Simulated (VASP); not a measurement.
# Y (Pm-3m) in VASP: further runs

The runs below take Y through single point, with r2SCAN.

Everything below comes from runs of VASP 6.6.1. Logs are shortened: lines on timing, memory, paths and dates and some standing lists are left out, and cuts for length are marked.

## Step 1: The cell of the first run

The structure is cubic, space group Pm-3m (No. 221). Conventional cell: a = 3.247 Å, b = 3.247 Å, c = 3.247 Å, α = 90.00°, β = 90.00°, γ = 90.00°. Within 4.3 Å of Y (site symmetry m-3m) lie 6 Y at 3.25 Å.

## Step 2: Single point, r2SCAN, collinear spin, ferromagnetic start (volume scaled by 0.96)

POSCAR reads:

```
Y
1.0
    3.2467895002      0.0000000000      0.0000000000
    0.0000000000      3.2467895002      0.0000000000
    0.0000000000      0.0000000000      3.2467895002
Y
1
Direct
    0.0000000000      0.0000000000      0.0000000000
```

INCAR.step1 reads:

```
ALGO = Normal
EDIFF = 1E-4
ENCUT = 520
GGA = PE
ISMEAR = -1
ISPIN = 2
LASPH = True
LCHARG = False
LMAXMIX = 4
LREAL = False
LWAVE = True
MAGMOM = 0.594
NBANDS = 16
NELM = 150
PREC = Accurate
SIGMA = 0.05
```

INCAR.step2 reads:

```
ALGO = Normal
EDIFF = 1E-6
ENCUT = 520
ISIF = 2
ISMEAR = -1
ISPIN = 2
ISTART = 1
LASPH = True
LCHARG = True
LELF = True
LMAXMIX = 4
LMIXTAU = True
LORBIT = 11
LREAL = False
LVHAR = True
LWAVE = False
MAGMOM = 0.594
METAGGA = R2SCAN
NBANDS = 16
NELM = 150
PREC = Accurate
SIGMA = 0.05
```

KPOINTS reads:

```
k-points
0
Gamma
  11 11 11
```

Potentials or basis: VASP PAW PBE potentials, release 64 (Y_sv).

The run is started by

```console
cat potpaw_PBE.64/Y_sv/POTCAR > POTCAR
cp INCAR.step1 INCAR
mpirun -np 1 vasp_std > vasp.out
cp INCAR.step2 INCAR
mpirun -np 1 vasp_std > vasp.out
```

OUTCAR:

```text
EDIFF = 1E-6
   ENCUT = 520
   ISIF = 2
   ISMEAR = -1
   ISPIN = 2
   ISTART = 1
   LASPH = True
   LORBIT = 11
   LREAL = False
   METAGGA = R2SCAN
   NELM = 150
   PREC = Accurate

 ion  position               nearest neighbor table
   1  0.000  0.000  0.000-

  LATTYP: Found a simple cubic cell.
 ALAT       =     3.2467895002

  Lattice vectors:

 A1 = (   3.2467895002,   0.0000000000,   0.0000000000)
 A2 = (   0.0000000000,   3.2467895002,   0.0000000000)
 A3 = (   0.0000000000,   0.0000000000,   3.2467895002)

Analysis of symmetry for initial positions (statically):
=====================================================================
 Subroutine PRICEL returns:
 Original cell was already a primitive cell.

 Routine SETGRP: Setting up the symmetry group for a
 simple cubic supercell.

 Subroutine GETGRP returns: Found 48 space group operations
 (whereof 48 operations were pure point group operations)
 out of a pool of 48 trial point group operations.

The static configuration has the point symmetry O_h .

Analysis of symmetry for dynamics (positions and initial velocities):
=====================================================================
 Subroutine PRICEL returns:
 Original cell was already a primitive cell.

 Routine SETGRP: Setting up the symmetry group for a
 simple cubic supercell.

 Subroutine GETGRP returns: Found 48 space group operations
 (whereof 48 operations were pure point group operations)
 out of a pool of 48 trial point group operations.

The dynamic configuration has the point symmetry O_h .

Analysis of structural, dynamic, and magnetic symmetry:
=====================================================================
 Subroutine PRICEL returns:
 Original cell was already a primitive cell.

 Routine SETGRP: Setting up the symmetry group for a
 simple cubic supercell.

 Subroutine GETGRP returns: Found 48 space group operations
 (whereof 48 operations were pure point group operations)
 out of a pool of 48 trial point group operations.

The overall configuration has the point symmetry O_h .

 Subroutine INISYM returns: Found 48 space group operations
 (whereof 48 operations are pure point group operations),
 and found     1 'primitive' translations

----------------------------------------------------------------------------------------

                                     Primitive cell

  volume of cell :      34.2265

  direct lattice vectors                    reciprocal lattice vectors
     3.246789500  0.000000000  0.000000000     0.307996561  0.000000000  0.000000000
     0.000000000  3.246789500  0.000000000     0.000000000  0.307996561  0.000000000
     0.000000000  0.000000000  3.246789500     0.000000000  0.000000000  0.307996561

  length of vectors
     3.246789500  3.246789500  3.246789500     0.307996561  0.307996561  0.307996561

  position of ions in fractional coordinates (direct lattice)
     0.000000000  0.000000000  0.000000000

  ion indices of the primitive-cell ions
   primitive index   ion index
                 1           1

----------------------------------------------------------------------------------------

 KPOINTS: k-points

Automatic generation of k-mesh.
 Grid dimensions read from file:
 generate k-points for:   11   11   11

 Generating k-lattice:

  Cartesian coordinates                     Fractional coordinates (reciprocal lattice)
     0.027999687  0.000000000  0.000000000     0.090909091  0.000000000  0.000000000
     0.000000000  0.027999687  0.000000000     0.000000000  0.090909091  0.000000000
     0.000000000  0.000000000  0.027999687     0.000000000  0.000000000  0.090909091

  Length of vectors
     0.027999687  0.027999687  0.027999687

  Shift w.r.t. Gamma in fractional coordinates (k-lattice)
     0.000000000  0.000000000  0.000000000

 Subroutine IBZKPT returns following result:
 ===========================================

 Found     56 irreducible k-points:

 Following reciprocal coordinates:
            Coordinates               Weight
  0.000000  0.000000  0.000000      1.000000
  0.090909  0.000000  0.000000      6.000000
  0.181818  0.000000  0.000000      6.000000
  0.272727  0.000000  0.000000      6.000000
  0.363636  0.000000  0.000000      6.000000
  0.454545  0.000000  0.000000      6.000000
[... 16 lines left out ...]
  0.181818  0.090909  0.090909     24.000000
  0.272727  0.090909  0.090909     24.000000
 [... further k-points ...]
   k-points           NKPTS =     56   k-points in BZ     NKDIM =     56   number of bands    NBANDS=     16
   number of dos      NEDOS =    301   number of ions     NIONS =      1
   total plane-waves  NPLWV =  13824
   dimension x,y,z NGX =    24 NGY =   24 NGZ =   24
   dimension x,y,z NGXF=    48 NGYF=   48 NGZF=   48
   ions per type =               1
   NGX,Y,Z   is equivalent  to a cutoff of  12.29, 12.29, 12.29 a.u.
   NGXF,Y,Z  is equivalent  to a cutoff of  24.58, 24.58, 24.58 a.u.
 SYSTEM =  unknown system
   PREC   = accura    normal or accurate (medium, high low for compatibility)
   ISTART =      1    job   : 0-new  1-cont  2-samecut
   ICHARG =      0    charge: 1-file 2-atom 10-const
   ISPIN  =      2    spin polarized calculation?
   LNONCOLLINEAR =      F non collinear calculations
   LSORBIT =      F    spin-orbit coupling
   LASPH  =      T    aspherical Exc in radial PAW
   ENCUT  =  520.0 eV  38.22 Ry    6.18 a.u.   6.04  6.04  6.04*2*pi/ulx,y,z
   NELM   =    150;   NELMIN=  2; NELMDL=  0     # of ELM steps
   EDIFF  = 0.1E-05   stopping-criterion for ELM
   LREAL  =      F    real-space projection
   EDIFFG = 0.1E-04   stopping-criterion for IOM
   NSW    =      0    number of steps for IOM
   IBRION =     -1    ionic relax: 0-MD 1-quasi-New 2-CG
   NFREE  =      0    steps in history (QN), initial steepest desc. (CG)
   ISIF   =      2    stress and relaxation
   ISYM   =      2    0-nonsym 1-usesym 2-fastsym
   POTIM  = 0.5000    time-step for ionic-motion
   TEBEG  =    0.0;   TEEND  =   0.0 temperature during run
   PSTRESS=    0.0 pullay stress
   NELECT =      11.0000    total number of electrons
   NUPDOWN=      -1.0000    fix difference up-down
   EMIN   =  10.00;   EMAX   =-10.00  energy-range for DOS
   EFERMI =   0.00;   METHOD = LEGACY
   ISMEAR =    -1;   SIGMA  =   0.05  broadening in eV -4-tet -1-fermi 0-gaus
   EFERMI_NEDOS =   21; number of points for ismear=-14 and -15
   IALGO  =     38    algorithm
   IMIX   =      4    mixing-type and parameters
     AMIX     =   0.40;   BMIX     =  1.00
     AMIX_MAG =   1.60;   BMIX_MAG =  1.00
  volume/ion in A,a.u.               =      34.23       230.97
  Fermi-wavevector in a.u.,A,eV,Ry     =   1.121377  2.119095 17.109137  1.257486
  Thomas-Fermi vector in A             =   2.258030
   LORBIT       =     11    0 simple, 1 ext, 2 COOP (PROOUT), +10 PAW based schemes
   METAGGA = R2SCAN    functional components
   LHFCALC =     F    Hartree Fock is set to
   AEXX    =    0.0000 exact exchange contribution
   IVDW    =     0    specifies the selected vdW correction
   LEPSILON=     F    determine dielectric tensor
   LRPA    =     F    only Hartree local field effects (RPA)
 spin polarized calculation
  energy-cutoff  :      520.00
  volume of cell :       34.23
 maximum number of plane-waves:       937
   NGX = 13   NGY = 13   NGZ = 13

 number of electron      10.9999998 magnetization       0.9288609

 Free energy of the ion-electron system (eV)
  ---------------------------------------------------
  ext. energy  EPLUGINS =         0.00000000
  ---------------------------------------------------
  free energy    TOTEN  =       -19.50366118 eV

  energy without entropy =      -19.49541313  energy(sigma->0) =      -19.49953715

 E-fermi :   2.8437     XC(G=0):  -9.8123

 val. band max:        2.8285101594   @ k =   0.4545   0.1818   0.0000
 cond. band min:       2.8676630816   @ k =   0.3636   0.3636   0.3636
 fundamental gap:      0.0391529222
 Fermi energy:         2.8436774562

 spin component 1

 k-point     1 :       0.0000    0.0000    0.0000
  band No.  band energies     occupation
      1     -41.7639      1.00000
      2     -20.7466      1.00000
      3     -20.7465      1.00000
      4     -20.7465      1.00000
      5      -2.1778      1.00000
      6       1.5555      1.00000
[... 8 lines left out ...]
     15      19.3755      0.00000
     16      19.3755      0.00000

 k-point     2 :       0.0909    0.0000    0.0000
  band No.  band energies     occupation
      1     -41.7574      1.00000
      2     -20.8171      1.00000
      3     -20.7410      1.00000
      4     -20.7410      1.00000
      5      -2.0069      1.00000
      6       1.6074      1.00000
[... 8 lines left out ...]
     15      18.2351      0.00000
     16      19.9931      0.00000
[... 387 lines left out ...]
      5      -1.2023      1.00000
      6       2.0168      1.00000
[... 8 lines left out ...]
     15      19.3566      0.00000
     16      21.0606      0.00000

 k-point    24 :       0.2727    0.0909    0.0909
  band No.  band energies     occupation
      1     -41.7036      1.00000
      2     -21.2212      1.00000
      3     -20.7725      1.00000
      4     -20.7655      1.00000
      5      -0.5440      1.00000
      6       2.2248      1.00000
[... 8 lines left out ...]
     15      20.0919      0.00000
     16      20.8827      0.00000

 [... further k-points ...]

 spin component 2

 k-point     1 :       0.0000    0.0000    0.0000
  band No.  band energies     occupation
      1     -41.3975      1.00000
      2     -20.3593      1.00000
      3     -20.3593      1.00000
      4     -20.3593      1.00000
      5      -1.4889      1.00000
      6       3.2205      0.00053
[... 8 lines left out ...]
     15      20.1301      0.00000
     16      20.1301      0.00000

 k-point     2 :       0.0909    0.0000    0.0000
  band No.  band energies     occupation
      1     -41.3920      1.00000
      2     -20.4186      1.00000
      3     -20.3540      1.00000
      4     -20.3540      1.00000
      5      -1.3199      1.00000
      6       3.2764      0.00017
[... 8 lines left out ...]
     15      19.1704      0.00000
     16      20.7693      0.00000
[... 387 lines left out ...]
      5      -0.5289      1.00000
      6       3.6531      0.00000
[... 8 lines left out ...]
     15      20.1801      0.00000
     16      22.0039      0.00000

 k-point    24 :       0.2727    0.0909    0.0909
  band No.  band energies     occupation
      1     -41.3465      1.00000
      2     -20.7587      1.00000
      3     -20.3759      1.00000
      4     -20.3690      1.00000
      5       0.1597      1.00000
      6       3.8764      0.00000
[... 8 lines left out ...]
     15      20.9864      0.00000
     16      21.6860      0.00000

 [... further k-points ...]

------------------------ aborting loop because EDIFF is reached ----------------------------------------

  FORCE on cell =-STRESS in cart. coord.  units (eV):
  Direction    XX          YY          ZZ          XY          YZ          ZX
  --------------------------------------------------------------------------------------
  -------------------------------------------------------------------------------------
  Total        0.2281966      0.2281966      0.2281966      0.0000000      0.0000000     -0.0000000
  in kB       10.6821178     10.6821178     10.6821178      0.0000000      0.0000000     -0.0000000
  external PRESSURE =      10.6821178 kB  Pullay stress =       0.0000000 kB

 VOLUME and BASIS-vectors are now :
 -----------------------------------------------------------------------------
  energy-cutoff  :      520.00
  volume of cell :       34.23
      direct lattice vectors                 reciprocal lattice vectors
     3.246789500  0.000000000  0.000000000     0.307996561  0.000000000  0.000000000
     0.000000000  3.246789500  0.000000000     0.000000000  0.307996561  0.000000000
     0.000000000  0.000000000  3.246789500     0.000000000  0.000000000  0.307996561

 POSITION                                       TOTAL-FORCE (eV/Angst)
 -----------------------------------------------------------------------------------
      0.00000      0.00000      0.00000         0.000000      0.000000      0.000000
 -----------------------------------------------------------------------------------
    total drift:                                0.000000     -0.000000      0.000000

  FREE ENERGIE OF THE ION-ELECTRON SYSTEM (eV)
  ---------------------------------------------------
  free  energy   TOTEN  =       -19.5036611756 eV

  energy  without entropy=      -19.4954131300  energy(sigma->0) =      -19.49953715

 total charge

# of ion       s       p       d       f       tot
--------------------------------------------------
    1        2.258   6.200   1.034   0.008   9.500

 magnetization (x)

# of ion       s       p       d       f       tot
--------------------------------------------------
    1        0.066   0.080   0.539   0.003   0.688
```

Run time: 1.7 min. Hardware: 1 thread of Intel Xeon Platinum 8259CL at 2.50GHz (Skylake/Cascade Lake), shared host; peak memory 0.2 GiB.

Results:

| Item | Value |
| --- | --- |
| Free energy | -19.5037 eV |
| Pressure | 1.1 GPa |
| Net moment | 0.93 μB per cell |
| Site moments | Y +0.69 μB |
| Valence electrons inside the program's atomic spheres | Y 9.50 |

Caveat: the PAW data sets were made with another functional, which shifts forces and pressure a little.

(Continued in part 2 of 2.)
